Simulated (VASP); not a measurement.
# SnO (P4/nmm) in VASP: a series of runs

SnO is run at these levels: PBE; tasks: single point.

All numbers are computed with VASP 6.6.1; they aren't measurements. Logs are shortened: lines on timing, memory, paths and dates and some standing lists are left out, and cuts for length are marked.

### Step 1. The cell of the first run

Symmetry: P4/nmm, No. 129, tetragonal system. Conventional cell: a = 3.854 Å, b = 3.854 Å, c = 4.706 Å, α = 90.00°, β = 90.00°, γ = 90.00°. Within 2.9 Å of Sn (site symmetry 4mm) lie 4 O at 2.23 Å. O (site symmetry -4m2) has 4 Sn at 2.23 Å and 4 O at 2.73 Å within 2.9 Å.

### Step 2. Single point, PBE

File INCAR:

```
SYSTEM = SnO
PREC = Accurate ; ENCUT = 520
EDIFF = 1E-7 ; ISMEAR = 0
SIGMA = 0.15 ; LREAL = .False.
LASPH = .True. ; NELM = 80
ALGO = Normal ; ISIF = 2
LWAVE = .False. ; LCHARG = .False.
GGA = PE ; NBANDS = 28
```

File KPOINTS:

```
Automatic mesh
0
Gamma
  14 14 12
  0 0 0
```

File POSCAR:

```
SnO
1.0
    3.8540886645      0.0000000000      0.0000000000
    0.0000000000      3.8540886645      0.0000000000
    0.0000000000      0.0000000000      4.7061646161
Sn O
2 2
Direct
    0.0000000000      0.5000000000      0.2385000000
    0.5000000000      0.0000000000      0.7615000000
    0.0000000000      0.0000000000      0.0000000000
    0.5000000000      0.5000000000      0.0000000000
```

Potentials or basis: VASP PAW PBE potentials, release 64 (Sn_d, O).

Run with:

```
$ cat potpaw_PBE.64/Sn_d/POTCAR potpaw_PBE.64/O/POTCAR > POTCAR
$ mpirun -np 1 vasp_std > vasp.out
```

OUTCAR:

```text
SYSTEM = SnO
   PREC = Accurate
   ENCUT = 520
   EDIFF = 1E-7
   ISMEAR = 0
   LREAL = .False.
   LASPH = .True.
   NELM = 80
   ISIF = 2
   GGA = PE

 ion  position               nearest neighbor table
   1  0.000  0.500  0.239-   3 2.23   4 2.23   3 2.23   4 2.23   2 3.53   2 3.53   2 3.53   2 3.53
                             2 3.67   2 3.67   2 3.67   2 3.67
   2  0.500  0.000  0.761-   3 2.23   4 2.23   4 2.23   3 2.23   1 3.53   1 3.53   1 3.53   1 3.53
                             1 3.67   1 3.67   1 3.67   1 3.67
   3  0.000  0.000  0.000-   1 2.23   2 2.23   1 2.23   2 2.23
   4  0.500  0.500  0.000-   1 2.23   2 2.23   2 2.23   1 2.23

  LATTYP: Found a simple tetragonal cell.
 ALAT       =     3.8540886645
 C/A-ratio  =     1.2210836402

  Lattice vectors:

 A1 = (   3.8540886645,   0.0000000000,   0.0000000000)
 A2 = (   0.0000000000,   3.8540886645,   0.0000000000)
 A3 = (   0.0000000000,   0.0000000000,   4.7061646161)

Analysis of symmetry for initial positions (statically):
=====================================================================
 Subroutine PRICEL returns:
 Original cell was already a primitive cell.

 Routine SETGRP: Setting up the symmetry group for a
 simple tetragonal supercell.

 Subroutine GETGRP returns: Found 16 space group operations
 (whereof  8 operations were pure point group operations)
 out of a pool of 16 trial point group operations.

The static configuration has the point symmetry D_2d.
 The point group associated with its full space group is D_4h.

Analysis of symmetry for dynamics (positions and initial velocities):
=====================================================================
 Subroutine PRICEL returns:
 Original cell was already a primitive cell.

 Routine SETGRP: Setting up the symmetry group for a
 simple tetragonal supercell.

 Subroutine GETGRP returns: Found 16 space group operations
 (whereof  8 operations were pure point group operations)
 out of a pool of 16 trial point group operations.

The dynamic configuration has the point symmetry D_2d.
 The point group associated with its full space group is D_4h.

 Subroutine INISYM returns: Found 16 space group operations
 (whereof  8 operations are pure point group operations),
 and found     1 'primitive' translations

----------------------------------------------------------------------------------------

                                     Primitive cell

  volume of cell :      69.9054

  direct lattice vectors                    reciprocal lattice vectors
     3.854088664  0.000000000  0.000000000     0.259464711  0.000000000  0.000000000
     0.000000000  3.854088664  0.000000000     0.000000000  0.259464711  0.000000000
     0.000000000  0.000000000  4.706164616     0.000000000  0.000000000  0.212487255

  length of vectors
     3.854088664  3.854088664  4.706164616     0.259464711  0.259464711  0.212487255

  position of ions in fractional coordinates (direct lattice)
     0.000000000  0.500000000  0.238500000
     0.500000000  0.000000000  0.761500000
     0.000000000  0.000000000  0.000000000
     0.500000000  0.500000000  0.000000000

  ion indices of the primitive-cell ions
   primitive index   ion index
                 1           1
                 2           2
                 3           3
                 4           4

----------------------------------------------------------------------------------------

 KPOINTS: Automatic mesh

Automatic generation of k-mesh.
 Grid dimensions read from file:
 generate k-points for:   14   14   12

 Generating k-lattice:

  Cartesian coordinates                     Fractional coordinates (reciprocal lattice)
     0.018533194  0.000000000  0.000000000     0.071428571  0.000000000  0.000000000
     0.000000000  0.018533194  0.000000000     0.000000000  0.071428571  0.000000000
     0.000000000  0.000000000  0.017707271     0.000000000  0.000000000  0.083333333

  Length of vectors
     0.018533194  0.018533194  0.017707271

  Shift w.r.t. Gamma in fractional coordinates (k-lattice)
     0.000000000  0.000000000  0.000000000

 Subroutine IBZKPT returns following result:
 ===========================================

 Found    252 irreducible k-points:

 Following reciprocal coordinates:
            Coordinates               Weight
  0.000000  0.000000  0.000000      1.000000
  0.071429  0.000000  0.000000      4.000000
  0.142857  0.000000  0.000000      4.000000
  0.214286  0.000000  0.000000      4.000000
  0.285714  0.000000  0.000000      4.000000
  0.357143  0.000000  0.000000      4.000000
[... 16 lines left out ...]
  0.285714  0.214286  0.000000      8.000000
  0.357143  0.214286  0.000000      8.000000
 [... further k-points ...]
   k-points           NKPTS =    252   k-points in BZ     NKDIM =    252   number of bands    NBANDS=     28
   number of dos      NEDOS =    301   number of ions     NIONS =      4
   total plane-waves  NPLWV =  32400
   dimension x,y,z NGX =    30 NGY =   30 NGZ =   36
   dimension x,y,z NGXF=    60 NGYF=   60 NGZF=   72
   ions per type =               2   2
   NGX,Y,Z   is equivalent  to a cutoff of  12.94, 12.94, 12.72 a.u.
   NGXF,Y,Z  is equivalent  to a cutoff of  25.88, 25.88, 25.43 a.u.
 SYSTEM =  SnO
   PREC   = accura    normal or accurate (medium, high low for compatibility)
   ISTART =      0    job   : 0-new  1-cont  2-samecut
   ICHARG =      2    charge: 1-file 2-atom 10-const
   ISPIN  =      1    spin polarized calculation?
   LNONCOLLINEAR =      F non collinear calculations
   LSORBIT =      F    spin-orbit coupling
   LASPH  =      T    aspherical Exc in radial PAW
   ENCUT  =  520.0 eV  38.22 Ry    6.18 a.u.   7.17  7.17  8.75*2*pi/ulx,y,z
   NELM   =     80;   NELMIN=  2; NELMDL= -5     # of ELM steps
   EDIFF  = 0.1E-06   stopping-criterion for ELM
   LREAL  =      F    real-space projection
   EDIFFG = 0.1E-05   stopping-criterion for IOM
   NSW    =      0    number of steps for IOM
   IBRION =     -1    ionic relax: 0-MD 1-quasi-New 2-CG
   NFREE  =      0    steps in history (QN), initial steepest desc. (CG)
   ISIF   =      2    stress and relaxation
   ISYM   =      2    0-nonsym 1-usesym 2-fastsym
   POTIM  = 0.5000    time-step for ionic-motion
   TEBEG  =    0.0;   TEEND  =   0.0 temperature during run
   PSTRESS=    0.0 pullay stress
   NELECT =      40.0000    total number of electrons
   NUPDOWN=      -1.0000    fix difference up-down
   EMIN   =  10.00;   EMAX   =-10.00  energy-range for DOS
   EFERMI =   0.00;   METHOD = LEGACY
   ISMEAR =     0;   SIGMA  =   0.15  broadening in eV -4-tet -1-fermi 0-gaus
   EFERMI_NEDOS =   21; number of points for ismear=-14 and -15
   IALGO  =     38    algorithm
   IMIX   =      4    mixing-type and parameters
     AMIX     =   0.40;   BMIX     =  1.00
     AMIX_MAG =   1.60;   BMIX_MAG =  1.00
  volume/ion in A,a.u.               =      17.48       117.94
  Fermi-wavevector in a.u.,A,eV,Ry     =   1.359121  2.568365 25.132801  1.847209
  Thomas-Fermi vector in A             =   2.485896
   LORBIT       =      0    0 simple, 1 ext, 2 COOP (PROOUT), +10 PAW based schemes
   GGA     = PE    functional components
   LHFCALC =     F    Hartree Fock is set to
   AEXX    =    0.0000 exact exchange contribution
   IVDW    =     0    specifies the selected vdW correction
   LEPSILON=     F    determine dielectric tensor
   LRPA    =     F    only Hartree local field effects (RPA)
 non-spin polarized calculation
 Gauss-broadening in eV      SIGMA  =   0.15
  energy-cutoff  :      520.00
  volume of cell :       69.91
 maximum number of plane-waves:      1912
 NGX is ok and might be reduce to    30

 number of electron      39.9999999 magnetization

 Free energy of the ion-electron system (eV)
  ---------------------------------------------------
  ext. energy  EPLUGINS =         0.00000000
  ---------------------------------------------------
  free energy    TOTEN  =       -22.66717165 eV

  energy without entropy =      -22.66672220  energy(sigma->0) =      -22.66694692

 E-fermi :   7.2477     XC(G=0): -10.2791

 val. band max:        7.0583513561   @ k =   0.0714   0.0714   0.0000
 cond. band min:       7.2713483465   @ k =   0.5000   0.5000   0.0000
 fundamental gap:      0.2129969903
 Fermi energy:         7.2477337972

 k-point     1 :       0.0000    0.0000    0.0000
  band No.  band energies     occupation
      1     -14.8366      2.00000
      2     -14.4036      2.00000
      3     -14.4036      2.00000
      4     -14.3813      2.00000
      5     -14.3552      2.00000
      6     -14.3546      2.00000
[... 20 lines left out ...]
     27      13.9483      0.00000
     28      14.3191      0.00000

 k-point     2 :       0.0714    0.0000    0.0000
  band No.  band energies     occupation
      1     -14.8335      2.00000
      2     -14.4023      2.00000
      3     -14.4022      2.00000
      4     -14.3807      2.00000
      5     -14.3555      2.00000
      6     -14.3527      2.00000
[... 20 lines left out ...]
     27      14.0403      0.00000
     28      14.7219      0.00000

 k-point     3 :       0.1429    0.0000    0.0000
  band No.  band energies     occupation
      1     -14.8243      2.00000
      2     -14.3984      2.00000
      3     -14.3982      2.00000
      4     -14.3935      2.00000
      5     -14.3563      2.00000
      6     -14.3551      2.00000
[... 20 lines left out ...]
     27      14.1426      0.00000
     28      15.6932      0.00000

 k-point     4 :       0.2143    0.0000    0.0000
  band No.  band energies     occupation
      1     -14.8095      2.00000
      2     -14.4506      2.00000
      3     -14.3924      2.00000
      4     -14.3916      2.00000
      5     -14.3574      2.00000
      6     -14.3557      2.00000
[... 578 lines left out ...]
     27      15.6379      0.00000
     28      15.8402      0.00000

 k-point    23 :       0.2857    0.2143    0.0000
  band No.  band energies     occupation
      1     -14.7817      2.00000
      2     -14.5887      2.00000
      3     -14.3937      2.00000
      4     -14.3593      2.00000
      5     -14.3554      2.00000
      6     -14.3553      2.00000
[... 20 lines left out ...]
     27      15.0431      0.00000
     28      15.9115      0.00000

 k-point    24 :       0.3571    0.2143    0.0000
  band No.  band energies     occupation
      1     -14.7663      2.00000
      2     -14.6384      2.00000
      3     -14.3841      2.00000
      4     -14.3599      2.00000
      5     -14.3543      2.00000
      6     -14.3533      2.00000
[... 20 lines left out ...]
     27      14.8674      0.00000
     28      15.7660      0.00000

 [... further k-points ...]

------------------------ aborting loop because EDIFF is reached ----------------------------------------

  FORCE on cell =-STRESS in cart. coord.  units (eV):
  Direction    XX          YY          ZZ          XY          YZ          ZX
  --------------------------------------------------------------------------------------
  -------------------------------------------------------------------------------------
  Total        1.4174631      1.4174631      2.1183223      0.0000000      0.0000000      0.0000000
  in kB       32.4871669     32.4871669     48.5503205      0.0000000      0.0000000      0.0000000
  external PRESSURE =      37.8415514 kB  Pullay stress =       0.0000000 kB

 VOLUME and BASIS-vectors are now :
 -----------------------------------------------------------------------------
  energy-cutoff  :      520.00
  volume of cell :       69.91
      direct lattice vectors                 reciprocal lattice vectors
     3.854088664  0.000000000  0.000000000     0.259464711  0.000000000  0.000000000
     0.000000000  3.854088664  0.000000000     0.000000000  0.259464711  0.000000000
     0.000000000  0.000000000  4.706164616     0.000000000  0.000000000  0.212487255

 POSITION                                       TOTAL-FORCE (eV/Angst)
 -----------------------------------------------------------------------------------
      0.00000      1.92704      1.12242        -0.000000      0.000000      0.586937
      1.92704      0.00000      3.58374         0.000000      0.000000     -0.586937
      0.00000      0.00000      0.00000         0.000000     -0.000000      0.000000
      1.92704      1.92704      0.00000        -0.000000      0.000000      0.000000
 -----------------------------------------------------------------------------------
    total drift:                                0.000000      0.000000     -0.000000

  FREE ENERGIE OF THE ION-ELECTRON SYSTEM (eV)
  ---------------------------------------------------
  free  energy   TOTEN  =       -22.6671716456 eV

  energy  without entropy=      -22.6667222021  energy(sigma->0) =      -22.66694692
```

Wall time 3 min (1 thread of Intel Xeon 6975P-C (Granite Rapids), shared host); peak memory 0.47 GiB.

What came out:

| Property | Result |
| --- | --- |
| Free energy | -22.6672 eV |
| Pressure | 3.8 GPa |
| Largest force | 0.587 eV/Å |
| Band gap on the k mesh | 0.21 eV, indirect (least direct gap 1.89 eV) |

Forces on the atoms (eV/Å):
```
Sn   0.000  0.000  0.587
Sn   0.000  0.000 -0.587
O    0.000  0.000  0.000
O    0.000  0.000  0.000
```

Stress tensor (GPa, compression positive):
```
3.25 0.00 0.00
0.00 3.25 0.00
0.00 0.00 4.86
```

Levels at points of the mesh, in eV from the valence-band top:
```csv
k point,band 18,band 19,band 20,band 21,band 22,band 23
"(0.00, 0.00, 0.00)",-3.17,-3.17,-0.03,2.13,4.68,4.72
"(0.50, 0.00, 0.00)",-4.79,-2.50,-2.50,3.43,3.43,5.94
"(0.50, 0.50, 0.00)",-2.50,-1.68,-1.68,0.21,0.21,4.78
"(0.00, 0.00, 0.50)",-3.19,-2.90,-1.86,1.56,2.97,2.97
"(0.50, 0.00, 0.50)",-4.75,-1.53,-1.53,2.82,2.82,5.40
"(0.50, 0.50, 0.50)",-2.59,-2.50,-2.50,2.57,2.57,4.36
```

Caveat: spin-orbit coupling is left out, which moves the levels of the heavy elements.

### Step 3. Single point, PBE

This run uses another cell than the first one, of the same volume but with other edges.

File INCAR:

```
SYSTEM = SnO
PREC = Accurate ; ENCUT = 520
EDIFF = 1E-6 ; ISMEAR = 0
SIGMA = 0.15 ; LREAL = .False.
LASPH = .True. ; NELM = 60
ALGO = Normal ; ISIF = 2
LWAVE = .False. ; LCHARG = .False.
GGA = PE ; NBANDS = 28
```

File KPOINTS:

```
regular mesh
0
Gamma
  14 14 12
  0 0 0
```

File POSCAR:

```
SnO
1.0
    4.0955803458      0.0000000000      0.0000000000
    0.0000000000      4.0955803458      0.0000000000
    0.0000000000      0.0000000000      4.1675384644
Sn O
2 2
Direct
    0.0000000000      0.5000000000      0.2385000000
    0.5000000000      0.0000000000      0.7615000000
    0.0000000000      0.0000000000      0.0000000000
    0.5000000000      0.5000000000      0.0000000000
```

Potentials or basis: VASP PAW PBE potentials, release 64 (Sn_d, O).

Run with:

```
$ cat potpaw_PBE.64/Sn_d/POTCAR potpaw_PBE.64/O/POTCAR > POTCAR
$ mpirun -np 1 vasp_std > vasp.out
```

Wall time 2.8 min (1 thread of Intel Xeon 6975P-C (Granite Rapids), shared host); peak memory 0.47 GiB.

It converged, with:

```
Free energy            : -22.3351 eV
Pressure               : 0.6 GPa
Largest force          : 0.652 eV/Å
Band gap on the k mesh : 0.85 eV, indirect (least direct gap 1.31 eV)
```

Forces on the atoms (eV/Å):
```
Sn   0.000  0.000  0.652
Sn   0.000  0.000 -0.652
O    0.000  0.000  0.000
O    0.000  0.000  0.000
```

Stress tensor (GPa, compression positive):
```
-2.56  0.00  0.00
 0.00 -2.56  0.00
 0.00  0.00  7.00
```

Levels at points of the mesh, in eV from the valence-band top:
```
           k point  band 17  band 18  band 19  band 20  band 21  band 22  band 23  band 24
(0.00, 0.00, 0.00)    -2.83    -2.83    -2.37    -0.57     2.55     5.05     5.05     5.93
(0.50, 0.00, 0.00)    -3.48    -3.48    -1.34    -1.34     4.06     4.06     6.10     6.10
(0.50, 0.50, 0.00)    -2.11    -2.11    -0.58    -0.58     0.85     0.85     6.31     6.31
(0.00, 0.00, 0.50)    -2.81    -2.65    -2.39    -0.26     1.09     2.79     3.18     3.18
(0.50, 0.00, 0.50)    -4.12    -4.12    -0.59    -0.59     3.21     3.21     5.38     5.38
(0.50, 0.50, 0.50)    -2.12    -2.12    -2.11    -2.11     3.79     3.79     5.20     5.20
```

Caveat: spin-orbit coupling is left out, which moves the levels of the heavy elements.
